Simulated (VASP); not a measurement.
Runs of VASP 6.6.1 on Cd. The structure is that of space group Im-3m (No. 229), or close to it. The cells are those of the table. 

| cell | gap on the mesh (eV) | pressure (GPa) |
| --- | --- | --- |
| a = 2.978 Å, angles 109.5°, 1 atom | none | 0.4 |
| a = 3.055 Å, angles 109.5°, 1 atom | none | -3.6 |
| a = 3.017 Å, angles 109.5°, 1 atom | none | -1.9 |
| a = 2.937 Å, angles 109.5°, 1 atom | none | (a) |
| a = 2.853 Å, angles 109.5°, 1 atom | none | (b) |

Alike in all rows: task single point; level LDA; potentials or basis VASP PAW LDA potentials, release 64 (Cd); no spin polarisation; k mesh 14 × 14 × 14; cutoff (eV) 520; smearing fermi-dirac 0.1 eV.

Q: Fill in the values left out.

A: (a) 3.4; (b) 12.6.

A k mesh can miss the band edges, and the runs leave out spin-orbit coupling on Cd.

A gap of «none» marks levels without a gap at the run's occupations.
